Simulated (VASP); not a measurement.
# NaBe (P4/mmm) in VASP: further runs, part 2 of 2

VASP 6.6.1. The steps go on from the part before.

### Step 3. Relaxation of cell and atoms, PBE

This run uses another cell than the first one, of 14.81 Å³/atom.

The input, INCAR:

```
PREC = Accurate
ENCUT = 600
EDIFF = 1E-7
ISMEAR = 0
SIGMA = 0.1
LREAL = False
LASPH = True
NELM = 100
ALGO = Normal
ISIF = 3
LWAVE = False
LCHARG = False
GGA = PE
IBRION = 2
NSW = 90
EDIFFG = -0.04
```

The input, KPOINTS:

```
Automatic mesh
0
Gamma
  6 6 6
```

The input, POSCAR:

```
NaBe
1.0
    2.8270964935      0.0000000000      0.0000000000
    0.0000000000      2.8270964935      0.0000000000
    0.0000000000      0.0000000000      3.7055157611
Na Be
1 1
Direct
    0.5000000000      0.5000000000      0.5000000000
    0.0000000000      0.0000000000      0.0000000000
```

Potentials or basis: VASP PAW PBE potentials, release 64 (Na_pv, Be).

On the command line:

```console
$ cat potpaw_PBE.64/Na_pv/POTCAR potpaw_PBE.64/Be/POTCAR > POTCAR
$ mpirun -np 1 vasp_std > vasp.out
```

OUTCAR:

```text
PREC = Accurate
   ENCUT = 600
   EDIFF = 1E-7
   ISMEAR = 0
   LREAL = False
   LASPH = True
   NELM = 100
   ISIF = 3
   GGA = PE
   IBRION = 2
   NSW = 90
   EDIFFG = -0.04

 ion  position               nearest neighbor table
   1  0.500  0.500  0.500-
   2  0.000  0.000  0.000-

  LATTYP: Found a simple tetragonal cell.
 ALAT       =     2.8270964935
 C/A-ratio  =     1.3107142857

  Lattice vectors:

 A1 = (   2.8270964935,   0.0000000000,   0.0000000000)
 A2 = (   0.0000000000,   2.8270964935,   0.0000000000)
 A3 = (   0.0000000000,   0.0000000000,   3.7055157611)

Analysis of symmetry for initial positions (statically):
=====================================================================
 Subroutine PRICEL returns:
 Original cell was already a primitive cell.

 Routine SETGRP: Setting up the symmetry group for a
 simple tetragonal supercell.

 Subroutine GETGRP returns: Found 16 space group operations
 (whereof 16 operations were pure point group operations)
 out of a pool of 16 trial point group operations.

The static configuration has the point symmetry D_4h.

Analysis of symmetry for dynamics (positions and initial velocities):
=====================================================================
 Subroutine PRICEL returns:
 Original cell was already a primitive cell.

 Routine SETGRP: Setting up the symmetry group for a
 simple tetragonal supercell.

 Subroutine GETGRP returns: Found 16 space group operations
 (whereof 16 operations were pure point group operations)
 out of a pool of 16 trial point group operations.

The dynamic configuration has the point symmetry D_4h.

 Subroutine INISYM returns: Found 16 space group operations
 (whereof 16 operations are pure point group operations),
 and found     1 'primitive' translations

----------------------------------------------------------------------------------------

                                     Primitive cell

  volume of cell :      29.6162

  direct lattice vectors                    reciprocal lattice vectors
     2.827096494  0.000000000  0.000000000     0.353719798  0.000000000  0.000000000
     0.000000000  2.827096494  0.000000000     0.000000000  0.353719798  0.000000000
     0.000000000  0.000000000  3.705515761     0.000000000  0.000000000  0.269867966

  length of vectors
     2.827096494  2.827096494  3.705515761     0.353719798  0.353719798  0.269867966

  position of ions in fractional coordinates (direct lattice)
     0.500000000  0.500000000  0.500000000
     0.000000000  0.000000000  0.000000000

  ion indices of the primitive-cell ions
   primitive index   ion index
                 1           1
                 2           2

----------------------------------------------------------------------------------------

 KPOINTS: Automatic mesh

Automatic generation of k-mesh.
 Grid dimensions read from file:
 generate k-points for:    6    6    6

 Generating k-lattice:

  Cartesian coordinates                     Fractional coordinates (reciprocal lattice)
     0.058953300  0.000000000  0.000000000     0.166666667  0.000000000  0.000000000
     0.000000000  0.058953300  0.000000000     0.000000000  0.166666667  0.000000000
     0.000000000  0.000000000  0.044977994     0.000000000  0.000000000  0.166666667

  Length of vectors
     0.058953300  0.058953300  0.044977994

  Shift w.r.t. Gamma in fractional coordinates (k-lattice)
     0.000000000  0.000000000  0.000000000

 Subroutine IBZKPT returns following result:
 ===========================================

 Found     40 irreducible k-points:

 Following reciprocal coordinates:
            Coordinates               Weight
  0.000000  0.000000  0.000000      1.000000
  0.166667  0.000000  0.000000      4.000000
  0.333333  0.000000  0.000000      4.000000
  0.500000  0.000000  0.000000      2.000000
  0.166667  0.166667  0.000000      4.000000
  0.333333  0.166667  0.000000      8.000000
[... 16 lines left out ...]
  0.333333  0.000000  0.333333      8.000000
  0.500000  0.000000  0.333333      4.000000
 [... further k-points ...]
   k-points           NKPTS =     40   k-points in BZ     NKDIM =     40   number of bands    NBANDS=      8
   number of dos      NEDOS =    301   number of ions     NIONS =      2
   total plane-waves  NPLWV =  17280
   dimension x,y,z NGX =    24 NGY =   24 NGZ =   30
   dimension x,y,z NGXF=    48 NGYF=   48 NGZF=   60
   ions per type =               1   1
   NGX,Y,Z   is equivalent  to a cutoff of  14.11, 14.11, 13.46 a.u.
   NGXF,Y,Z  is equivalent  to a cutoff of  28.23, 28.23, 26.92 a.u.
 SYSTEM =  unknown system
   PREC   = accura    normal or accurate (medium, high low for compatibility)
   ISTART =      0    job   : 0-new  1-cont  2-samecut
   ICHARG =      2    charge: 1-file 2-atom 10-const
   ISPIN  =      1    spin polarized calculation?
   LNONCOLLINEAR =      F non collinear calculations
   LSORBIT =      F    spin-orbit coupling
   LASPH  =      T    aspherical Exc in radial PAW
   ENCUT  =  600.0 eV  44.10 Ry    6.64 a.u.   5.65  5.65  7.40*2*pi/ulx,y,z
   NELM   =    100;   NELMIN=  2; NELMDL= -5     # of ELM steps
   EDIFF  = 0.1E-06   stopping-criterion for ELM
   LREAL  =      F    real-space projection
   EDIFFG = -.4E-01   stopping-criterion for IOM
   NSW    =     90    number of steps for IOM
   IBRION =      2    ionic relax: 0-MD 1-quasi-New 2-CG
   NFREE  =      1    steps in history (QN), initial steepest desc. (CG)
   ISIF   =      3    stress and relaxation
   ISYM   =      2    0-nonsym 1-usesym 2-fastsym
   POTIM  = 0.5000    time-step for ionic-motion
   TEBEG  =    0.0;   TEEND  =   0.0 temperature during run
   PSTRESS=    0.0 pullay stress
   NELECT =       9.0000    total number of electrons
   NUPDOWN=      -1.0000    fix difference up-down
   EMIN   =  10.00;   EMAX   =-10.00  energy-range for DOS
   EFERMI =   0.00;   METHOD = LEGACY
   ISMEAR =     0;   SIGMA  =   0.10  broadening in eV -4-tet -1-fermi 0-gaus
   EFERMI_NEDOS =   21; number of points for ismear=-14 and -15
   IALGO  =     38    algorithm
   IMIX   =      4    mixing-type and parameters
     AMIX     =   0.40;   BMIX     =  1.00
     AMIX_MAG =   1.60;   BMIX_MAG =  1.00
  volume/ion in A,a.u.               =      14.81        99.93
  Fermi-wavevector in a.u.,A,eV,Ry     =   1.100641  2.079910 16.482242  1.211411
  Thomas-Fermi vector in A             =   2.237055
   LORBIT       =      0    0 simple, 1 ext, 2 COOP (PROOUT), +10 PAW based schemes
   GGA     = PE    functional components
   LHFCALC =     F    Hartree Fock is set to
   AEXX    =    0.0000 exact exchange contribution
   IVDW    =     0    specifies the selected vdW correction
   LEPSILON=     F    determine dielectric tensor
   LRPA    =     F    only Hartree local field effects (RPA)
 conjugate gradient relaxation of ions
 non-spin polarized calculation
 Gauss-broadening in eV      SIGMA  =   0.10
  energy-cutoff  :      600.00
  volume of cell :       29.62
 maximum number of plane-waves:      1016
 NGX is ok and might be reduce to    24
   NGX = 11   NGY = 11   NGZ = 15

--------------------------------------- Ionic step        1  -------------------------------------------

 number of electron       8.9999990 magnetization

 Free energy of the ion-electron system (eV)
  ---------------------------------------------------
  ext. energy  EPLUGINS =         0.00000000
  ---------------------------------------------------
  free energy    TOTEN  =        -3.03663042 eV

  energy without entropy =       -3.03134172  energy(sigma->0) =       -3.03398607

 E-fermi :   3.0734     XC(G=0):  -9.0847

 val. band max:        3.0318818490   @ k =   0.3333   0.1667   0.3333
 cond. band min:       3.1379697521   @ k =   0.0000   0.0000   0.1667
 fundamental gap:      0.1060879031
 Fermi energy:         3.0733835390

 k-point     1 :       0.0000    0.0000    0.0000
  band No.  band energies     occupation
      1     -20.6096      2.00000
      2     -20.5341      2.00000
      3     -20.5341      2.00000
      4      -3.5641      2.00000
      5       4.7349      0.00000
      6       7.9520      0.00000
      7      10.3820      0.00000
      8      10.3820      0.00000
[... 354 lines left out ...]
  FREE ENERGIE OF THE ION-ELECTRON SYSTEM (eV)
  ---------------------------------------------------
  free  energy   TOTEN  =        -3.2753173908 eV

  energy  without entropy=       -3.2686375441  energy(sigma->0) =       -3.27197747

[... ionic steps 4 to 8 ...]

--------------------------------------- Ionic step        9  -------------------------------------------

 number of electron       9.0000005 magnetization

------------------------ aborting loop because EDIFF is reached ----------------------------------------
[... 67 lines left out ...]
--------------------------------------- Ionic step       11  -------------------------------------------

 number of electron       8.9999984 magnetization

 Free energy of the ion-electron system (eV)
  ---------------------------------------------------
  ext. energy  EPLUGINS =         0.00000000
  ---------------------------------------------------
  free energy    TOTEN  =        -3.37184971 eV

  energy without entropy =       -3.36813874  energy(sigma->0) =       -3.36999423

 E-fermi :   2.1161     XC(G=0):  -8.4107

 val. band max:        2.0969964798   @ k =   0.5000   0.3333   0.0000
 cond. band min:       2.1636272347   @ k =   0.5000   0.3333   0.1667
 fundamental gap:      0.0666307549
 Fermi energy:         2.1160560491

 k-point     1 :       0.0000    0.0000    0.0000
  band No.  band energies     occupation
      1     -22.1404      2.00000
      2     -22.0883      2.00000
      3     -22.0883      2.00000
      4      -3.9716      2.00000
      5       1.5105      2.00000
      6       3.7356      0.00000
      7      10.5614      0.00000
      8      10.5614      0.00000
[... 282 lines left out ...]
  FREE ENERGIE OF THE ION-ELECTRON SYSTEM (eV)
  ---------------------------------------------------
  free  energy   TOTEN  =        -3.3718497082 eV

  energy  without entropy=       -3.3681387425  energy(sigma->0) =       -3.36999423

 reached required accuracy - stopping structural energy minimisation
```

CONTCAR:

```text
NaBe
   1.00000000000000
     2.7595845530744945    0.0000000000000000    0.0000000000000000
     0.0000000000000000    2.7595845530744945   -0.0000000000000000
     0.0000000000000000   -0.0000000000000000    4.7507089989538454
  Na              Be
     1     1
Direct
     0.5000000000000000    0.5000000000000000    0.5000000000000000
     0.0000000000000000    0.0000000000000000    0.0000000000000000

  0.00000000E+00  0.00000000E+00  0.00000000E+00
  0.00000000E+00  0.00000000E+00  0.00000000E+00
```

It took 2.1 min on 1 thread of Intel Xeon 8259CL, shared host; peak memory 0.15 GiB.

What came out:

| Property | Result |
| --- | --- |
| Free energy | -3.3718 eV |
| Relaxed volume | 18.09 Å³/atom |
| Relaxed cell | a = 2.760 Å, b = 2.760 Å, c = 4.751 Å, α = 90.00°, β = 90.00°, γ = 90.00° |
| Space group after relaxing (to 0.1 Å) | P4/mmm (No. 123) |
| Energy gained by relaxing | 167.6 meV/atom |
| Ionic steps | 11 |
| Pressure after relaxing | -0.3 GPa |
| Band gap on the k mesh | zero (an odd number of electrons rules out a gap without spin polarisation) |

Step by step:
| step | energy change (eV) | largest force (eV/Å) | pressure (GPa) | volume (Å³) |
| --- | --- | --- | --- | --- |
| 1 | 0.0000 | 0.0000 | 10.32 | 29.62 |
| 2 | -0.1940 | 0.0000 | 3.37 | 33.89 |
| 3 | -0.2387 | 0.0000 | 0.35 | 37.06 |
| 4 | -0.2410 | 0.0000 | -0.34 | 38.00 |
| 5 | -0.2410 | 0.0000 | -0.48 | 38.18 |
| 6 | -0.2526 | 0.0000 | -0.46 | 38.03 |
| 7 | -0.2884 | 0.0000 | -0.45 | 37.54 |
| 8 | -0.3348 | 0.0000 | -0.32 | 36.25 |
| 9 | -0.3322 | 0.0000 | -0.16 | 35.82 |
| 10 | -0.3353 | 0.0000 | -0.28 | 36.13 |
| 11 | -0.3352 | 0.0000 | -0.29 | 36.18 |

Final structure:
```
CELL_PARAMETERS angstrom
2.75958 0.00000 0.00000
0.00000 2.75958 0.00000
0.00000 0.00000 4.75071
ATOMIC_POSITIONS crystal
Na 0.50000 0.50000 0.50000
Be 0.00000 0.00000 0.00000
```

Levels at points of the mesh, in eV from the Fermi level:
```tsv
k point	band 3	band 4	band 5	band 6	band 7	band 8
(0.00, 0.00, 0.00)	-24.20	-6.09	-0.61	1.62	8.45	8.45
(0.50, 0.00, 0.00)	-24.18	-1.87	-1.73	2.19	5.70	6.38
(0.50, 0.50, 0.00)	-24.17	1.17	1.17	2.47	5.22	5.65
(0.00, 0.00, 0.50)	-24.20	-5.24	-3.41	6.70	8.50	8.50
(0.50, 0.00, 0.50)	-24.18	-1.44	-1.06	0.24	3.24	9.48
(0.50, 0.50, 0.50)	-24.18	1.33	1.33	3.06	3.90	6.17
```

Caveat: the k points lie up to 0.38 Å⁻¹ apart in the final cell, too coarse for converged energies and pressures of a metal; the volume moved by over 15 % at a fixed basis, so the end points are rough.

### Step 4. Single point, PBE

This run uses another cell than the first one, of 17.67 Å³/atom.

The input, INCAR:

```
SYSTEM = NaBe
ALGO     = Fast           ! electronic algorithm
EDIFF    = 1E-7           ! SCF threshold, eV
ENCUT    = 520            ! plane-wave cutoff, eV
GGA      = PE             ! functional
ISIF     = 2              ! what is computed and relaxed
ISMEAR   = 0              ! smearing method
LASPH    = .True.         ! aspherical terms in the spheres
LCHARG   = .False.        ! write CHGCAR
LREAL    = .False.        ! projectors in reciprocal space
LWAVE    = .False.        ! write WAVECAR
NBANDS   = 12             ! bands
NELM     = 80             ! most SCF steps
PREC     = Accurate       ! precision mode
SIGMA    = 0.1            ! smearing width, eV
```

The input, KPOINTS:

```
k-points
0
Gamma
  20 20 12
  0 0 0
```

The input, POSCAR:

```
NaBe
1.0
    2.7089640975      0.0000000000      0.0000000000
    0.0000000000      2.7089640975      0.0000000000
    0.0000000000      0.0000000000      4.8154312915
Na Be
1 1
Direct
    0.5000000000      0.5000000000      0.5000000000
    0.0000000000      0.0000000000      0.0000000000
```

Potentials or basis: VASP PAW PBE potentials, release 64 (Na_pv, Be).

On the command line:

```console
$ cat potpaw_PBE.64/Na_pv/POTCAR potpaw_PBE.64/Be/POTCAR > POTCAR
$ mpirun -np 1 vasp_std > vasp.out
```

OUTCAR:

```text
SYSTEM = NaBe
   EDIFF = 1E-7
   ENCUT = 520
   GGA = PE
   ISIF = 2
   ISMEAR = 0
   LASPH = .True.
   LREAL = .False.
   NELM = 80
   PREC = Accurate

 ion  position               nearest neighbor table
   1  0.500  0.500  0.500-
   2  0.000  0.000  0.000-

  LATTYP: Found a simple tetragonal cell.
 ALAT       =     2.7089640975
 C/A-ratio  =     1.7775914033

  Lattice vectors:

 A1 = (   2.7089640975,   0.0000000000,   0.0000000000)
 A2 = (   0.0000000000,   2.7089640975,   0.0000000000)
[... 537 lines left out ...]
      7       7.3439      0.00000
      8      10.6271      0.00000
      9      14.3001      0.00000
     10      14.4242      0.00000
     11      17.4325      0.00000
     12      17.5225      0.00000

 [... further k-points ...]
[... 5 lines left out ...]
  --------------------------------------------------------------------------------------
  -------------------------------------------------------------------------------------
  Total        0.0156915      0.0156915      0.0103472      0.0000000     -0.0000000      0.0000000
  in kB        0.7114312      0.7114312      0.4691289      0.0000000     -0.0000000      0.0000000
  external PRESSURE =       0.6306637 kB  Pullay stress =       0.0000000 kB

 VOLUME and BASIS-vectors are now :
 -----------------------------------------------------------------------------
  energy-cutoff  :      520.00
  volume of cell :       35.34
      direct lattice vectors                 reciprocal lattice vectors
     2.708964098  0.000000000  0.000000000     0.369144796  0.000000000  0.000000000
     0.000000000  2.708964098  0.000000000     0.000000000  0.369144796  0.000000000
     0.000000000  0.000000000  4.815431292     0.000000000  0.000000000  0.207665719

 POSITION                                       TOTAL-FORCE (eV/Angst)
 -----------------------------------------------------------------------------------
      1.35448      1.35448      2.40772         0.000000      0.000000      0.000000
      0.00000      0.00000      0.00000         0.000000      0.000000      0.000000
 -----------------------------------------------------------------------------------
    total drift:                               -0.000000      0.000000      0.000000

  FREE ENERGIE OF THE ION-ELECTRON SYSTEM (eV)
  ---------------------------------------------------
  free  energy   TOTEN  =        -3.3427323426 eV

  energy  without entropy=       -3.3386839023  energy(sigma->0) =       -3.34070812
```

stdout:

```text
POSCAR found type information on POSCAR NaBe
 POSCAR found :  2 types and       2 ions
 scaLAPACK will be used
 LDA part: xc-table for (Slater+PW92), standard interpolation
 POSCAR, INCAR and KPOINTS ok, starting setup
 FFT: planning ... GRIDC
 FFT: planning ... GRID_SOFT
 FFT: planning ... GRID
 WAVECAR not read
 entering main loop
```

Run time: 4.8 min. Hardware: 1 thread of Intel Xeon 8259CL, shared host; peak memory 0.28 GiB.

Results:

- Free energy: -3.3427 eV
- Pressure: 0.1 GPa
- Band gap on the k mesh: zero (an odd number of electrons rules out a gap without spin polarisation)

Levels at points of the mesh, in eV from the Fermi level:
```csv
k point,band 2,band 3,band 4,band 5,band 6,band 7,band 8,band 9
"(0.00, 0.00, 0.00)",-24.35,-24.35,-6.21,-0.85,1.32,8.87,8.87,12.19
"(0.50, 0.00, 0.00)",-24.36,-24.32,-1.91,-1.64,2.13,5.56,6.26,6.88
"(0.50, 0.50, 0.00)",-24.65,-24.32,1.27,1.27,2.74,5.36,5.82,9.34
"(0.00, 0.00, 0.50)",-24.35,-24.35,-5.40,-3.57,6.28,8.81,8.91,8.91
"(0.50, 0.00, 0.50)",-24.36,-24.32,-1.52,-1.00,0.26,3.26,9.24,10.82
"(0.50, 0.50, 0.50)",-24.65,-24.32,1.40,1.40,3.21,4.23,6.30,6.80
```

### Step 5. Overview

| task | cell | k mesh | cutoff (eV) | gap on the mesh (eV) | pressure (GPa) |
| --- | --- | --- | --- | --- | --- |
| single point | a = 2.738, b = 2.738, c = 4.768 Å, 2 atoms | 6 × 6 × 6 | 520 | none | 0.1 |
| relaxation of cell and atoms | relaxed from a = 2.827, b = 2.827, c = 3.706 Å, 2 atoms | 6 × 6 × 6 | 600 | none | -0.3 |
| single point | a = 2.709, b = 2.709, c = 4.815 Å, 2 atoms | 20 × 20 × 12 | 520 | none | 0.1 |

Alike in all rows: level PBE; potentials or basis VASP PAW PBE potentials, release 64 (Na_pv, Be); no spin polarisation; smearing gaussian 0.1 eV.

Caveats: some runs use coarse meshes; the volume moved by over 15 % at a fixed basis, so the end points are rough (at least some runs).

Absolute energies hang on the potentials; compare differences alone.

The gap in the log of VASP goes by the Fermi energy; the results here count the filled bands.